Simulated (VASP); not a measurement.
Crystal: CaF2 (dlda).

```
Ca F
1.0
     0.00000    2.73160    2.73160
     2.73160    0.00000    2.73160
     2.73160    2.73160    0.00000
Ca F
1 2
Direct
  0.00000 0.00000 0.00000
  0.25000 0.25000 0.25000
  0.75000 0.75000 0.75000
```

- Program: VASP 6.6.1
- Task: relaxation of cell and atoms
- Functional: LDA
- Potentials or basis: VASP PAW LDA potentials, release 64 (Ca_sv, F)
- Cutoff: 600 eV
- k mesh: 6 × 6 × 6
- Occupations: gaussian, width 0.02 eV
- Spin: no spin polarisation

At the start: pressure -6.2 GPa; volume 13.59 Å³/atom.

Question: How do energy, volume and symmetry change on relaxing?

Answer: Over 3 steps the energy falls by 19.9 meV/atom and the volume is 12.64 Å³/atom (-7.0 %); space group Fm-3m (No. 225, to 0.05 Å).

Step by step:
| step | energy change (eV) | largest force (eV/Å) | pressure (GPa) | volume (Å³) |
| --- | --- | --- | --- | --- |
| 1 | 0.0000 | 0.0000 | -6.24 | 40.76 |
| 2 | -0.0593 | 0.0000 | 0.53 | 37.72 |
| 3 | -0.0596 | 0.0000 | 0.00 | 37.91 |

Final structure:
```
CELL_PARAMETERS angstrom
0.00000 2.66628 2.66628
2.66628 0.00000 2.66628
2.66628 2.66628 0.00000
ATOMIC_POSITIONS crystal
Ca 0.00000 0.00000 0.00000
F 0.25000 0.25000 0.25000
F 0.75000 0.75000 0.75000
```
